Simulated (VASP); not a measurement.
Here is a VASP 6.6.1 calculation.

File INCAR:

```
SYSTEM = Zn
  PREC = Accurate
  ENCUT = 520
  EDIFF = 1E-6
  ISMEAR = -1
  SIGMA = 0.1
  LREAL = .False.
  LASPH = .True.
  NELM = 100
  ALGO = Normal
  ISIF = 2
  LWAVE = .False.
  LCHARG = .True.
  LELF = .True.
  LVHAR = .True.
  NBANDS = 12
```

File KPOINTS:

```
regular mesh
0
Gamma
  16 16 16
  0 0 0
```

The input POSCAR:

```
Zn
1.0
    0.0000000000      1.9656193869      1.9656193869
    1.9656193869      0.0000000000      1.9656193869
    1.9656193869      1.9656193869      0.0000000000
Zn
1
Direct
    0.0000000000      0.0000000000      0.0000000000
```

Potentials or basis: VASP PAW LDA potentials, release 64 (Zn).

Run with:

```bash
$ cat potpaw_LDA.64/Zn/POTCAR > POTCAR
$ mpirun -np 1 vasp_std > vasp.out
```

(1) Predict the band gap on the k mesh.

(2) What does it give for the pressure?

Answers

(1) zero (band 6 reaches 5.09 eV, above the bottom of band 7 at 1.40 eV).

(2) -8.0 GPa.
